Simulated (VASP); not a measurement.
# SiC (P6_3mc) in VASP: a series of runs, part 3 of 3

VASP 6.6.1.

### 5 Single point, PBEsol

This run uses another cell than the first one, of 10.53 Å³/atom, 1.019 times its volume.

File INCAR:

```
SYSTEM = SiC
PREC = Accurate ; ENCUT = 520
EDIFF = 1E-6 ; ISMEAR = 0
SIGMA = 0.05 ; LREAL = .False.
LASPH = .True. ; NELM = 80
ALGO = Normal ; ISIF = 2
LWAVE = .False. ; LCHARG = .False.
GGA = PS ; NBANDS = 26
```

File KPOINTS:

```
regular mesh
0
Gamma
  12 12 4
  0 0 0
```

File POSCAR:

```
SiC
1.0
    3.1499000000      0.0000000000      0.0000000000
   -1.5749500000      2.7278934194      0.0000000000
    0.0000000000      0.0000000000      9.8071000000
Si C
4 4
Direct
    0.6666666667      0.3333333333      0.9378278494
    0.3333333333      0.6666666667      0.4378278494
    0.0000000000      0.0000000000      0.6878973398
    0.0000000000      0.0000000000      0.1878973398
    0.6666666667      0.3333333333      0.7498191768
    0.3333333333      0.6666666667      0.2498191768
    0.0000000000      0.0000000000      0.5004546340
    0.0000000000      0.0000000000      0.0004546340
```

Potentials or basis: VASP PAW PBE potentials, release 64 (Si, C).

On the command line:

```bash
$ cat potpaw_PBE.64/Si/POTCAR potpaw_PBE.64/C/POTCAR > POTCAR
$ mpirun -np 1 vasp_std > vasp.out
```

OUTCAR:

```text
SYSTEM = SiC
   PREC = Accurate
   ENCUT = 520
   EDIFF = 1E-6
   ISMEAR = 0
   LREAL = .False.
   LASPH = .True.
   NELM = 80
   ISIF = 2
   GGA = PS

 ion  position               nearest neighbor table
   1  0.667  0.333  0.938-   5 1.84   8 1.92   8 1.92   8 1.92   3 3.05   3 3.05   3 3.05   4 3.05
                             4 3.05   4 3.05
   2  0.333  0.667  0.438-   6 1.84   7 1.92   7 1.92   7 1.92   4 3.05   4 3.05   4 3.05   3 3.05
                             3 3.05   3 3.05
   3  0.000  0.000  0.688-   7 1.84   5 1.92   5 1.92   5 1.92   1 3.05   1 3.05   1 3.05   2 3.05
                             2 3.05   2 3.05
   4  0.000  0.000  0.188-   8 1.84   6 1.92   6 1.92   6 1.92   2 3.05   2 3.05   2 3.05   1 3.05
                             1 3.05   1 3.05
   5  0.667  0.333  0.750-   1 1.84   3 1.92   3 1.92   3 1.92
   6  0.333  0.667  0.250-   2 1.84   4 1.92   4 1.92   4 1.92
   7  0.000  0.000  0.500-   3 1.84   2 1.92   2 1.92   2 1.92
   8  0.000  0.000  0.000-   4 1.84   1 1.92   1 1.92   1 1.92

  LATTYP: Found a hexagonal cell.
 ALAT       =     3.1499000000
 C/A-ratio  =     3.1134639195

  Lattice vectors:

 A1 = (   3.1499000000,   0.0000000000,   0.0000000000)
[... 195 lines left out ...]
 cond. band min:       9.8984025469   @ k =   0.5000  -0.0000   0.0000
 fundamental gap:      1.8769367829
 Fermi energy:         8.3024546772

 k-point     1 :       0.0000    0.0000    0.0000
  band No.  band energies     occupation
      1      -7.4450      2.00000
      2      -6.1914      2.00000
      3      -6.1342      2.00000
      4      -3.5052      2.00000
      5      -0.5622      2.00000
      6       3.9105      2.00000
[... 685 lines left out ...]
     25      16.4529      0.00000
     26      16.8665      0.00000

 [... further k-points ...]
[... 5 lines left out ...]
  --------------------------------------------------------------------------------------
  -------------------------------------------------------------------------------------
  Total       -6.4659065     -6.4659065      8.0663881      0.0000000      0.0000000      0.0000000
  in kB     -122.9349117   -122.9349117    153.3645306      0.0000000      0.0000000      0.0000000
  external PRESSURE =     -30.8350976 kB  Pullay stress =       0.0000000 kB

 VOLUME and BASIS-vectors are now :
 -----------------------------------------------------------------------------
  energy-cutoff  :      520.00
  volume of cell :       84.27
      direct lattice vectors                 reciprocal lattice vectors
     3.149900000  0.000000000  0.000000000     0.317470396  0.183291619  0.000000000
    -1.574950000  2.727893419  0.000000000     0.000000000  0.366583237  0.000000000
     0.000000000  0.000000000  9.807100000     0.000000000  0.000000000  0.101966942

 POSITION                                       TOTAL-FORCE (eV/Angst)
 -----------------------------------------------------------------------------------
      1.57495      0.90930      9.19737         0.000000      0.000000      0.551860
     -0.00000      1.81860      4.29382        -0.000000     -0.000000      0.551860
      0.00000      0.00000      6.74628        -0.000000      0.000000      0.618302
      0.00000      0.00000      1.84273         0.000000     -0.000000      0.618302
      1.57495      0.90930      7.35355        -0.000000     -0.000000     -0.613967
     -0.00000      1.81860      2.45000         0.000000      0.000000     -0.613967
      0.00000      0.00000      4.90801        -0.000000      0.000000     -0.556195
      0.00000      0.00000      0.00446         0.000000      0.000000     -0.556195
 -----------------------------------------------------------------------------------
    total drift:                               -0.000000     -0.000000     -0.001590

  FREE ENERGIE OF THE ION-ELECTRON SYSTEM (eV)
  ---------------------------------------------------
  free  energy   TOTEN  =       -63.4144006843 eV

  energy  without entropy=      -63.4144006843  energy(sigma->0) =      -63.41440068
```

stdout:

```text
POSCAR found type information on POSCAR SiC
 POSCAR found :  2 types and       8 ions
 scaLAPACK will be used
 -----------------------------------------------------------------------------
|                                                                             |
|                                                                             |
|     You enforced a specific xc type in the INCAR file but a different       |
|     I HOPE YOU KNOW WHAT YOU ARE DOING!                                     |
|                                                                             |
 -----------------------------------------------------------------------------

 LDA part: xc-table for (Slater+PW92), standard interpolation
 POSCAR, INCAR and KPOINTS ok, starting setup
 FFT: planning ... GRIDC
 FFT: planning ... GRID_SOFT
 FFT: planning ... GRID
 WAVECAR not read
 entering main loop
```

Wall time 45 s (1 thread of Intel Xeon 6975P-C (Granite Rapids), shared host); peak memory 0.24 GiB.

Results:

```yaml
Free_energy: -63.4144 eV
Pressure: -3.1 GPa
Largest_force: 0.618 eV/Å
Band_gap_on_the_k_mesh: 1.88 eV, indirect (least direct gap 3.00 eV)
```

Forces on the atoms (eV/Å):
```
Si   0.000  0.000  0.552
Si   0.000  0.000  0.552
Si   0.000  0.000  0.618
Si   0.000  0.000  0.618
C    0.000  0.000 -0.614
C    0.000  0.000 -0.614
C    0.000  0.000 -0.556
C    0.000  0.000 -0.556
```

Levels at points of the mesh, in eV from the valence-band top:
| k point | band 12 | band 13 | band 14 | band 15 | band 16 | band 17 | band 18 | band 19 | band 20 | band 21 |
| --- | --- | --- | --- | --- | --- | --- | --- | --- | --- | --- |
| (0.00, 0.00, 0.00) | -0.87 | -0.87 | -0.17 | -0.17 | 0.00 | 4.03 | 4.71 | 5.46 | 5.81 | 6.30 |
| (0.50, 0.00, 0.00) | -2.63 | -2.58 | -2.09 | -1.53 | -1.13 | 1.88 | 2.11 | 3.78 | 4.70 | 5.17 |
| (0.00, 0.00, 0.50) | -1.34 | -0.42 | -0.42 | -0.42 | -0.42 | 4.28 | 4.28 | 5.90 | 5.90 | 6.42 |
| (0.50, 0.00, 0.50) | -3.33 | -2.53 | -2.53 | -1.65 | -1.65 | 2.24 | 2.24 | 4.08 | 4.08 | 5.97 |

Caveat: the PAW data sets were made with another functional, which shifts forces and pressure a little. Expect the measured gap to be larger: semilocal functionals such as PBEsol lack the derivative discontinuity.

### 6 Single point, PBEsol

This run uses another cell than the first one, of 9.39 Å³/atom, 0.909 times its volume.

File INCAR:

```
SYSTEM = SiC
ALGO = Normal
EDIFF = 1E-6
ENCUT = 520
GGA = PS
ISIF = 2
ISMEAR = 0
LASPH = .TRUE.
LCHARG = .FALSE.
LREAL = .FALSE.
LWAVE = .FALSE.
NBANDS = 26
NELM = 80
PREC = Accurate
SIGMA = 0.05
```

File KPOINTS:

```
k-points
0
G
  12 12 4
  0 0 0
```

POSCAR, as its differences from that of step 5:

```diff
@@ -2,5 +2,5 @@
 1.0
-    3.1499000000      0.0000000000      0.0000000000
-   -1.5749500000      2.7278934194      0.0000000000
-    0.0000000000      0.0000000000      9.8071000000
+    2.9344000000      0.0000000000      0.0000000000
+   -1.4672000000      2.5412649449      0.0000000000
+    0.0000000000      0.0000000000     10.0758090153
 Si C
```

Potentials or basis: VASP PAW PBE potentials, release 64 (Si, C).

On the command line:

```bash
$ cat potpaw_PBE.64/Si/POTCAR potpaw_PBE.64/C/POTCAR > POTCAR
$ mpirun -np 1 vasp_std > vasp.out
```

Wall time 55 s (1 thread of Intel Xeon Platinum 8559C (Emerald Rapids), shared host); peak memory 0.24 GiB.

The run converged. Its results:

- Free energy: -62.8424 eV
- Pressure: 26.9 GPa
- Largest force: 0.704 eV/Å
- Band gap on the k mesh: 1.85 eV, indirect (least direct gap 3.15 eV)

Forces on the atoms (eV/Å):
```
Si   0.000  0.000 -0.662
Si   0.000  0.000 -0.662
Si   0.000  0.000 -0.692
Si   0.000  0.000 -0.692
C    0.000  0.000  0.704
C    0.000  0.000  0.704
C    0.000  0.000  0.650
C    0.000  0.000  0.650
```

Stress tensor (GPa, compression positive):
```
37.95  0.00  0.00
 0.00 37.95  0.00
 0.00  0.00  4.83
```

Levels at points of the mesh, in eV from the valence-band top:
```
           k point  band 13  band 14  band 15  band 16  band 17  band 18  band 19  band 20
(0.00, 0.00, 0.00)    -0.49    -0.42     0.00     0.00     6.00     6.59     6.98     7.54
(0.50, 0.00, 0.00)    -2.47    -2.45    -1.92    -1.30     1.85     2.37     4.48     4.86
(0.00, 0.00, 0.50)    -0.17    -0.17    -0.17    -0.17     6.69     6.69     7.27     7.27
(0.50, 0.00, 0.50)    -2.85    -2.85    -1.69    -1.69     2.53     2.53     4.18     4.18
```

Caveat: the PAW data sets were made with another functional, which shifts forces and pressure a little.

### 7 The runs side by side

```csv
cell,gap on the mesh (eV),pressure (GPa),largest force (eV/Å)
"a = 3.078, b = 3.078, c = 10.076 Å, angles 90.0, 90.0, 120.0°, 8 atoms",2.11,0.4,-
"a = 3.006, b = 3.006, c = 10.613 Å, angles 90.0, 90.0, 120.0°, 8 atoms",1.69,1.1,0.52
"a = 3.222, b = 3.222, c = 9.270 Å, angles 90.0, 90.0, 120.0°, 8 atoms",1.32,3.7,2.36
"a = 3.150, b = 3.150, c = 9.807 Å, angles 90.0, 90.0, 120.0°, 8 atoms",1.88,-3.1,0.62
"a = 2.934, b = 2.934, c = 10.076 Å, angles 90.0, 90.0, 120.0°, 8 atoms",1.85,26.9,0.70
```

Alike in all rows: task single point; level PBEsol; potentials or basis VASP PAW PBE potentials, release 64 (Si, C); no spin polarisation; k mesh 12 × 12 × 4; cutoff (eV) 520; smearing gaussian 0.05 eV.

Caveats: the PAW data sets were made with another functional, which shifts forces and pressure a little.

Absolute energies hang on the potentials; compare differences alone.
